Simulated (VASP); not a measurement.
A run of VASP 6.6.1 is set up as follows.

File INCAR:

```
PREC = Accurate
ENCUT = 520
EDIFF = 1E-7
ISMEAR = 0
SIGMA = 0.15
LREAL = False
LASPH = True
NELM = 60
ALGO = Fast
ISIF = 2
LWAVE = False
LCHARG = False
GGA = PS
NBANDS = 12
```

Contents of KPOINTS:

```
Automatic mesh
0
Gamma
  22 22 22
```

File POSCAR:

```
Ti
1.0
   -1.4656889985      1.4656889985      2.1296461148
    1.4656889985     -1.4656889985      2.1296461148
    1.4656889985      1.4656889985     -2.1296461148
Ti
1
Direct
    0.0000000000      0.0000000000      0.0000000000
```

Potentials or basis: VASP PAW PBE potentials, release 64 (Ti_sv).

Command:

```console
$ cat potpaw_PBE.64/Ti_sv/POTCAR > POTCAR
$ mpirun -np 1 vasp_std > vasp.out
```

Task: Predict the band gap on the k mesh.

Result: Zero (band 6 reaches 8.33 eV, above the bottom of band 7 at 7.09 eV).

Task: Estimate the pressure.

Result: -9.1 GPa.

Stress tensor (GPa, compression positive):
```
-8.84  0.00  0.00
 0.00 -8.84  0.00
 0.00  0.00 -9.75
```

Caveat: the PAW data sets were made with another functional, which shifts forces and pressure a little.
